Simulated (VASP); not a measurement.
Nb: single point with PBEsol

Crystal: Nb.

```xyz
1
Lattice="-1.6316 1.6316 1.7305 1.6316 -1.6316 1.7305 1.6316 1.6316 -1.7305" Properties=species:S:1:pos:R:3 pbc="T T T"
Nb    0.0000    0.0000    0.0000
```

```
Program                : VASP 6.6.1
Task                   : single point
Functional             : PBEsol
Potentials or basis    : VASP PAW PBE potentials, release 64 (Nb_sv)
Cutoff                 : 500 eV
k mesh                 : 11 × 11 × 11
Occupations            : fermi-dirac, width 0.05 eV
Spin                   : no spin polarisation
Dipole correction      : no
Further INCAR settings : ALGO = Normal; EDIFF = 1e-06; NBANDS = 12
```

- Pressure: -8.1 GPa

Stress tensor (GPa, compression positive):
```
 -6.16   0.00   0.00
  0.00  -6.16   0.00
  0.00   0.00 -12.06
```

Levels at points of the mesh, in eV from the Fermi level:
```
           k point  band 3  band 4  band 5  band 6  band 7  band 8  band 9  band 10
(0.00, 0.00, 0.00)  -29.66  -29.66   -5.92    0.21    0.21    0.82    2.77     3.58
```

Wall time 8.9 s on 1 thread of Intel(R) Xeon(R) 6975P-C (Granite Rapids), on a shared host, peak memory 0.15 GiB.

Caveat: the PAW data sets were made with another functional, which shifts forces and pressure a little.
